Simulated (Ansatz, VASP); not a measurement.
La2O3: VASP beside Ansatz

```
CELL_PARAMETERS angstrom
3.84813 0.02941 0.03994
-1.89860 3.42003 -0.01706
0.06210 0.00523 5.88919
ATOMIC_POSITIONS crystal
La 0.66519 0.31535 0.76415
La 0.30657 0.64889 0.25080
O 0.63319 0.33251 0.34547
O 0.35511 0.68608 0.64384
O 0.00442 0.01676 0.98261
```

Alike in both runs: task single point; functional PBE; k mesh 4 × 4 × 2; no spin polarisation.

|  | VASP | Ansatz |
| --- | --- | --- |
| version | VASP 6.6.1 | Ansatz 0.2.0 |
| potentials or method | VASP PAW PBE potentials, release 64 (La, O), cutoff 520 eV | plane waves, PAW |
| occupations | methfessel-paxton of order 1, width 0.1 eV | cold |
| valence electrons in the cell | 40 | 40 |

|  | VASP | Ansatz | Ansatz less VASP |
| --- | --- | --- | --- |
| pressure (GPa) | 9.0 | 9.3 | +0.33 |
| traceless stress, the component that is largest in VASP (GPa) | -2.39 | -2.39 | +0.004 |
| rms of the force components (eV/Å) | 0.447 | 0.449 | +0.0016 |

Atom by atom the forces differ by 0.007 eV/Å (rms over components). Ansatz's warnings: stress scf threshold loose.

The k mesh is coarse, so the values compare programs but aren't converged. Neither program's run includes spin-orbit coupling.
